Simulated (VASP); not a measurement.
# AlN (CsCl type) (Pm-3m) in VASP: relaxation of cell and atoms with PBE

Aim: the relaxation of cell and atoms of AlN (CsCl type) with PBE.

Everything below comes from runs of VASP 6.6.1. Logs are shortened: lines on timing, memory, paths and dates and some standing lists are left out, and cuts for length are marked.

## 1. The cell of the first run

Symmetry: Pm-3m, No. 221, cubic system. The conventional cell has a = 2.614 Å, b = 2.614 Å, c = 2.614 Å, α = 90.00°, β = 90.00°, γ = 90.00°. Within 3.0 Å of Al (site symmetry m-3m) lie 8 N at 2.26 Å and 6 Al at 2.61 Å. Within 3.0 Å of N (site symmetry m-3m) lie 8 Al at 2.26 Å and 6 N at 2.61 Å.

## 2. Relaxation of cell and atoms, PBE, target pressure 0.00054 GPa, at which the enthalpy is minimised

Contents of INCAR:

```
PREC = Accurate ; ENCUT = 600
EDIFF = 1E-6 ; ISMEAR = -1
SIGMA = 0.08 ; LREAL = False
LASPH = True ; NELM = 60
ALGO = Normal ; ISIF = 3
LWAVE = False ; LCHARG = False
GGA = PE ; IBRION = 2
NSW = 32 ; EDIFFG = -0.005
PSTRESS = 0.0054
```

Contents of KPOINTS:

```
regular mesh
0
Gamma
  14 14 14
```

Contents of POSCAR:

```
AlN
1.0
    2.6138500532      0.0000000000      0.0000000000
    0.0000000000      2.6138500532      0.0000000000
    0.0000000000      0.0000000000      2.6138500532
Al N
1 1
Direct
    0.0000000000      0.0000000000      0.0000000000
    0.5000000000      0.5000000000      0.5000000000
```

Potentials or basis: VASP PAW PBE potentials, release 64 (Al, N).

Started as:

```sh
$ cat potpaw_PBE.64/Al/POTCAR potpaw_PBE.64/N/POTCAR > POTCAR
$ mpirun -np 1 vasp_std > vasp.out
```

OUTCAR:

```text
PREC = Accurate
   ENCUT = 600
   EDIFF = 1E-6
   ISMEAR = -1
   LREAL = False
   LASPH = True
   NELM = 60
   ISIF = 3
   GGA = PE
   IBRION = 2
   NSW = 32
   EDIFFG = -0.005
   PSTRESS = 0.0054

 ion  position               nearest neighbor table
   1  0.000  0.000  0.000-   2 2.26   2 2.26   2 2.26   2 2.26   2 2.26   2 2.26   2 2.26   2 2.26

   2  0.500  0.500  0.500-   1 2.26   1 2.26   1 2.26   1 2.26   1 2.26   1 2.26   1 2.26   1 2.26

  LATTYP: Found a simple cubic cell.
 ALAT       =     2.6138500532

  Lattice vectors:

 A1 = (   2.6138500532,   0.0000000000,   0.0000000000)
 A2 = (   0.0000000000,   2.6138500532,   0.0000000000)
 A3 = (   0.0000000000,   0.0000000000,   2.6138500532)

Analysis of symmetry for initial positions (statically):
=====================================================================
 Subroutine PRICEL returns:
 Original cell was already a primitive cell.

 Routine SETGRP: Setting up the symmetry group for a
 simple cubic supercell.

 Subroutine GETGRP returns: Found 48 space group operations
 (whereof 48 operations were pure point group operations)
 out of a pool of 48 trial point group operations.

The static configuration has the point symmetry O_h .

Analysis of symmetry for dynamics (positions and initial velocities):
=====================================================================
 Subroutine PRICEL returns:
 Original cell was already a primitive cell.

 Routine SETGRP: Setting up the symmetry group for a
 simple cubic supercell.

 Subroutine GETGRP returns: Found 48 space group operations
 (whereof 48 operations were pure point group operations)
 out of a pool of 48 trial point group operations.

The dynamic configuration has the point symmetry O_h .

 Subroutine INISYM returns: Found 48 space group operations
 (whereof 48 operations are pure point group operations),
 and found     1 'primitive' translations

----------------------------------------------------------------------------------------

                                     Primitive cell

  volume of cell :      17.8584

  direct lattice vectors                    reciprocal lattice vectors
     2.613850053  0.000000000  0.000000000     0.382577416  0.000000000  0.000000000
     0.000000000  2.613850053  0.000000000     0.000000000  0.382577416  0.000000000
     0.000000000  0.000000000  2.613850053     0.000000000  0.000000000  0.382577416

  length of vectors
     2.613850053  2.613850053  2.613850053     0.382577416  0.382577416  0.382577416

  position of ions in fractional coordinates (direct lattice)
     0.000000000  0.000000000  0.000000000
     0.500000000  0.500000000  0.500000000

  ion indices of the primitive-cell ions
   primitive index   ion index
                 1           1
                 2           2

----------------------------------------------------------------------------------------

 KPOINTS: regular mesh

Automatic generation of k-mesh.
 Grid dimensions read from file:
 generate k-points for:   14   14   14

 Generating k-lattice:

  Cartesian coordinates                     Fractional coordinates (reciprocal lattice)
     0.027326958  0.000000000  0.000000000     0.071428571  0.000000000  0.000000000
     0.000000000  0.027326958  0.000000000     0.000000000  0.071428571  0.000000000
     0.000000000  0.000000000  0.027326958     0.000000000  0.000000000  0.071428571

  Length of vectors
     0.027326958  0.027326958  0.027326958

  Shift w.r.t. Gamma in fractional coordinates (k-lattice)
     0.000000000  0.000000000  0.000000000

 Subroutine IBZKPT returns following result:
 ===========================================

 Found    120 irreducible k-points:

 Following reciprocal coordinates:
            Coordinates               Weight
  0.000000  0.000000  0.000000      1.000000
  0.071429  0.000000  0.000000      6.000000
  0.142857  0.000000  0.000000      6.000000
  0.214286  0.000000  0.000000      6.000000
  0.285714  0.000000  0.000000      6.000000
  0.357143  0.000000  0.000000      6.000000
[... 16 lines left out ...]
  0.285714  0.214286  0.000000     24.000000
  0.357143  0.214286  0.000000     24.000000
 [... further k-points ...]
   k-points           NKPTS =    120   k-points in BZ     NKDIM =    120   number of bands    NBANDS=      8
   number of dos      NEDOS =    301   number of ions     NIONS =      2
   total plane-waves  NPLWV =  13824
   dimension x,y,z NGX =    24 NGY =   24 NGZ =   24
   dimension x,y,z NGXF=    48 NGYF=   48 NGZF=   48
   ions per type =               1   1
   NGX,Y,Z   is equivalent  to a cutoff of  15.26, 15.26, 15.26 a.u.
   NGXF,Y,Z  is equivalent  to a cutoff of  30.53, 30.53, 30.53 a.u.
 SYSTEM =  unknown system
   PREC   = accura    normal or accurate (medium, high low for compatibility)
   ISTART =      0    job   : 0-new  1-cont  2-samecut
   ICHARG =      2    charge: 1-file 2-atom 10-const
   ISPIN  =      1    spin polarized calculation?
   LNONCOLLINEAR =      F non collinear calculations
   LSORBIT =      F    spin-orbit coupling
   LASPH  =      T    aspherical Exc in radial PAW
   ENCUT  =  600.0 eV  44.10 Ry    6.64 a.u.   5.22  5.22  5.22*2*pi/ulx,y,z
   NELM   =     60;   NELMIN=  2; NELMDL= -5     # of ELM steps
   EDIFF  = 0.1E-05   stopping-criterion for ELM
   LREAL  =      F    real-space projection
   EDIFFG = -.5E-02   stopping-criterion for IOM
   NSW    =     32    number of steps for IOM
   IBRION =      2    ionic relax: 0-MD 1-quasi-New 2-CG
   NFREE  =      1    steps in history (QN), initial steepest desc. (CG)
   ISIF   =      3    stress and relaxation
   ISYM   =      2    0-nonsym 1-usesym 2-fastsym
   POTIM  = 0.5000    time-step for ionic-motion
   TEBEG  =    0.0;   TEEND  =   0.0 temperature during run
   PSTRESS=    0.0 pullay stress
   NELECT =       8.0000    total number of electrons
   NUPDOWN=      -1.0000    fix difference up-down
   EMIN   =  10.00;   EMAX   =-10.00  energy-range for DOS
   EFERMI =   0.00;   METHOD = LEGACY
   ISMEAR =    -1;   SIGMA  =   0.08  broadening in eV -4-tet -1-fermi 0-gaus
   EFERMI_NEDOS =   21; number of points for ismear=-14 and -15
   IALGO  =     38    algorithm
   IMIX   =      4    mixing-type and parameters
     AMIX     =   0.40;   BMIX     =  1.00
     AMIX_MAG =   1.60;   BMIX_MAG =  1.00
  volume/ion in A,a.u.               =       8.93        60.26
  Fermi-wavevector in a.u.,A,eV,Ry     =   1.252634  2.367135 21.348788  1.569092
  Thomas-Fermi vector in A             =   2.386525
   LORBIT       =      0    0 simple, 1 ext, 2 COOP (PROOUT), +10 PAW based schemes
   GGA     = PE    functional components
   LHFCALC =     F    Hartree Fock is set to
   AEXX    =    0.0000 exact exchange contribution
   IVDW    =     0    specifies the selected vdW correction
   LEPSILON=     F    determine dielectric tensor
   LRPA    =     F    only Hartree local field effects (RPA)
 conjugate gradient relaxation of ions
 non-spin polarized calculation
  energy-cutoff  :      600.00
  volume of cell :       17.86
 maximum number of plane-waves:       624
 NGX is ok and might be reduce to    24
   NGX = 11   NGY = 11   NGZ = 11

--------------------------------------- Ionic step        1  -------------------------------------------

 number of electron       8.0000000 magnetization

 Free energy of the ion-electron system (eV)
  ---------------------------------------------------
  ext. energy  EPLUGINS =         0.00000000
  ---------------------------------------------------
  free energy    TOTEN  =       -11.44116156 eV

  energy without entropy =      -11.43075125  energy(sigma->0) =      -11.43595640

------------------------ aborting loop because EDIFF is reached ----------------------------------------

  FORCE on cell =-STRESS in cart. coord.  units (eV):
  Direction    XX          YY          ZZ          XY          YZ          ZX
  --------------------------------------------------------------------------------------
  -------------------------------------------------------------------------------------
  Total       -0.0240004     -0.0240004     -0.0240004     -0.0000000     -0.0000000      0.0000000
  in kB       -2.1532105     -2.1532105     -2.1532105     -0.0000000     -0.0000000      0.0000000
  external PRESSURE =      -2.1586105 kB  Pullay stress =       0.0054000 kB

 VOLUME and BASIS-vectors are now :
 -----------------------------------------------------------------------------
  energy-cutoff  :      600.00
  volume of cell :       17.86
      direct lattice vectors                 reciprocal lattice vectors
     2.613850053  0.000000000  0.000000000     0.382577416  0.000000000  0.000000000
     0.000000000  2.613850053  0.000000000     0.000000000  0.382577416  0.000000000
     0.000000000  0.000000000  2.613850053     0.000000000  0.000000000  0.382577416
[... 46 lines left out ...]
  FREE ENERGIE OF THE ION-ELECTRON SYSTEM (eV)
  ---------------------------------------------------
  free  energy   TOTEN  =       -11.4411711236 eV

  energy  without entropy=      -11.4307930858  energy(sigma->0) =      -11.43598210

  enthalpy is  TOTEN    =       -11.4411110382 eV   P V=        0.0000600854

--------------------------------------- Ionic step        3  -------------------------------------------

 number of electron       8.0000000 magnetization

 Free energy of the ion-electron system (eV)
  ---------------------------------------------------
  ext. energy  EPLUGINS =         0.00000000
  ---------------------------------------------------
  free energy    TOTEN  =       -11.44117523 eV

  energy without entropy =      -11.43078618  energy(sigma->0) =      -11.43598070

 E-fermi :  10.6701     XC(G=0): -12.0818

 val. band max:       10.6616190845   @ k =   0.5000   0.5000   0.2857
 cond. band min:      10.7232955820   @ k =   0.4286   0.2857   0.0000
 fundamental gap:      0.0616764975
 Fermi energy:        10.6701203618

 k-point     1 :       0.0000    0.0000    0.0000
  band No.  band energies     occupation
      1      -7.5258      2.00000
      2       9.1603      2.00000
      3       9.1603      2.00000
      4       9.1603      2.00000
      5      11.4437      0.00013
      6      17.0199      0.00000
      7      17.0199      0.00000
      8      26.2579      0.00000

 k-point     2 :       0.0714    0.0000    0.0000
  band No.  band energies     occupation
      1      -7.4411      2.00000
      2       8.3109      2.00000
      3       9.2047      2.00000
      4       9.2047      2.00000
      5      11.9329      0.00000
      6      17.1234      0.00000
      7      17.3985      0.00000
      8      26.0869      0.00000
[... 221 lines left out ...]
 k-point    23 :       0.2857    0.2143    0.0000
  band No.  band energies     occupation
      1      -5.5699      2.00000
      2       4.0383      2.00000
      3       6.2168      2.00000
      4      10.1176      1.99800
      5      15.4223      0.00000
      6      16.5720      0.00000
      7      19.8880      0.00000
      8      24.3246      0.00000

 k-point    24 :       0.3571    0.2143    0.0000
  band No.  band energies     occupation
      1      -5.0096      2.00000
      2       2.7335      2.00000
      3       6.6276      2.00000
      4      10.3376      1.96915
      5      15.0030      0.00000
      6      16.6539      0.00000
      7      19.8314      0.00000
      8      23.8227      0.00000

 [... further k-points ...]

------------------------ aborting loop because EDIFF is reached ----------------------------------------

  FORCE on cell =-STRESS in cart. coord.  units (eV):
  Direction    XX          YY          ZZ          XY          YZ          ZX
  --------------------------------------------------------------------------------------
  -------------------------------------------------------------------------------------
  Total        0.0014685      0.0014685      0.0014685      0.0000000     -0.0000000      0.0000000
  in kB        0.1318988      0.1318988      0.1318988      0.0000000     -0.0000000      0.0000000
  external PRESSURE =       0.1264988 kB  Pullay stress =       0.0054000 kB

 VOLUME and BASIS-vectors are now :
 -----------------------------------------------------------------------------
  energy-cutoff  :      600.00
  volume of cell :       17.84
      direct lattice vectors                 reciprocal lattice vectors
     2.612834225 -0.000000000  0.000000000     0.382726156  0.000000000 -0.000000000
    -0.000000000  2.612834225 -0.000000000     0.000000000  0.382726156  0.000000000
     0.000000000 -0.000000000  2.612834225     0.000000000  0.000000000  0.382726156

 POSITION                                       TOTAL-FORCE (eV/Angst)
 -----------------------------------------------------------------------------------
      0.00000      0.00000      0.00000        -0.000000      0.000000      0.000000
      1.30642      1.30642      1.30642         0.000000     -0.000000      0.000000
 -----------------------------------------------------------------------------------
    total drift:                                0.000000     -0.000000     -0.000000

  FREE ENERGIE OF THE ION-ELECTRON SYSTEM (eV)
  ---------------------------------------------------
  free  energy   TOTEN  =       -11.4411752271 eV

  energy  without entropy=      -11.4307861756  energy(sigma->0) =      -11.43598070

  enthalpy is  TOTEN    =       -11.4411151071 eV   P V=        0.0000601200

 reached required accuracy - stopping structural energy minimisation
```

It took 41 s on 1 thread of AMD EPYC 7R13, shared host; peak memory 0.12 GiB.

Results:

```yaml
Free_energy: -11.4412 eV
Relaxed_volume: 8.92 Å³/atom
Relaxed_cell: a = 2.613 Å, b = 2.613 Å, c = 2.613 Å, α = 90.00°, β = 90.00°, γ = 90.00°
Space_group_after_relaxing_to_0.1_Å: Pm-3m (No. 221)
Energy_change_on_relaxing_the_run_minimises_the_enthalpy: -0.0 meV/atom
Ionic_steps: 3
Pressure_after_relaxing: 0.0 GPa
Band_gap_on_the_k_mesh: zero (bands 4 and 5 overlap by 0.92 eV)
```

Final structure:
```
Al N
1.0
     2.61283    0.00000    0.00000
     0.00000    2.61283    0.00000
     0.00000    0.00000    2.61283
Al N
1 1
Direct
  0.00000 0.00000 0.00000
  0.50000 0.50000 0.50000
```

Levels at points of the mesh, in eV from the Fermi level:
```
           k point  band 1  band 2  band 3  band 4  band 5  band 6  band 7  band 8
(0.00, 0.00, 0.00)  -18.20   -1.51   -1.51   -1.51    0.77    6.35    6.35   15.59
(0.50, 0.00, 0.00)  -15.59  -10.08   -0.47   -0.47    4.58    7.33   10.00   11.86
(0.50, 0.50, 0.00)  -13.58   -7.17   -7.17   -1.46    0.54    9.49    9.49   12.03
(0.50, 0.50, 0.50)  -11.84   -4.85   -4.85   -4.85    1.50    1.50    1.50    7.45
```

Caveat: the cell is relaxed towards a set pressure, so the run minimises the enthalpy, not the energy.
